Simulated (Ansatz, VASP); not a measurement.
# CoO: VASP beside Ansatz

File POSCAR:

```
CoO
1.0
    1.6336438949      0.9431847425      2.6168066281
   -1.6336438949      0.9431847425      2.6168066281
    0.0000000000     -1.8863694850      2.6168066281
Co O
1 1
Direct
    0.9989783200      0.9989783200      0.9989783200
    0.7510210300      0.7510210300      0.7510210300
```

The input INCAR.step1:

```
ALGO = Normal ; EDIFF = 1E-4
ENCUT = 520 ; GGA = PE
ISMEAR = -1 ; ISPIN = 2
LASPH = True ; LCHARG = False
LMAXMIX = 4 ; LREAL = False
LWAVE = True ; MAGMOM = 2 0
NBANDS = 18 ; NELM = 150
PREC = Accurate ; SIGMA = 0.05
```

INCAR.step2

```
ALGO = Normal ; EDIFF = 1E-6
ENCUT = 520 ; ISIF = 2
ISMEAR = -1 ; ISPIN = 2
ISTART = 1 ; LASPH = True
LCHARG = False ; LMAXMIX = 4
LMIXTAU = True ; LORBIT = 11
LREAL = False ; LWAVE = False
MAGMOM = 2 0 ; METAGGA = R2SCAN
NBANDS = 18 ; NELM = 150
PREC = Accurate ; SIGMA = 0.05
```

File KPOINTS:

```
k-points
0
Gamma
  10 10 10
```

The input input.yaml:

```yaml
crystal:
  lattice:
    - [1.6336438949, 0.9431847425, 2.6168066281]
    - [-1.6336438949, 0.9431847425, 2.6168066281]
    - [0.0, -1.886369485, 2.6168066281]
  atoms:
    - { symbol: Co, position: [0.99897832, 0.99897832, 0.99897832], spin: 2.0 }
    - { symbol: O, position: [0.75102103, 0.75102103, 0.75102103] }
hamiltonian:
  xc: r2scan
  pseudopotentials: { kind: paw }
magnetization:
  spin_polarized: true
kpoints:
  mp_grid: { grid: [10, 10, 10] }
scf:
  occupations: { method: fermi_dirac, width: 0.05 }
output:
  forces: true
  stress: true
  eigenvalues: true
```

Alike in both runs: task single point; functional r2SCAN; k mesh 10 × 10 × 10; occupations fermi-dirac, width 0.05 eV; collinear spin.

```csv
,VASP,Ansatz
version,VASP 6.6.1,Ansatz 0.2.0
potentials or method,"VASP PAW PBE potentials, release 64 (Co, O)",Ansatz PAW
plane-wave cutoff (eV),520,500
valence electrons in the cell,15,23
```

|  | VASP | Ansatz | Ansatz less VASP |
| --- | --- | --- | --- |
| gap on the k mesh at the Fermi level (eV) | 0.38 | 0.32 | -0.062 |
| least direct gap on the mesh (eV) | 0.38 | 0.32 | -0.062 |
| pressure (GPa) | -4.6 | -4.2 | +0.37 |
| traceless stress, the component that is largest in VASP (GPa) | 3.57 | 3.55 | -0.022 |
| net moment per atom (μB) | 1.50 | 1.50 | 0.000 |
| size of the moment on the site where the two differ most (μB) | 2.64 | 2.44 | -0.195 |

VASP's potentials were made for PBE, not for r2SCAN. Site moments also hang on the region over which each program counts them. VASP's potentials hold 15 valence electrons a cell and Ansatz's 23, so a difference there can come from the potentials and not from the codes.

Noted on Ansatz's run: the magnetic or orbital state may not be the lowest.
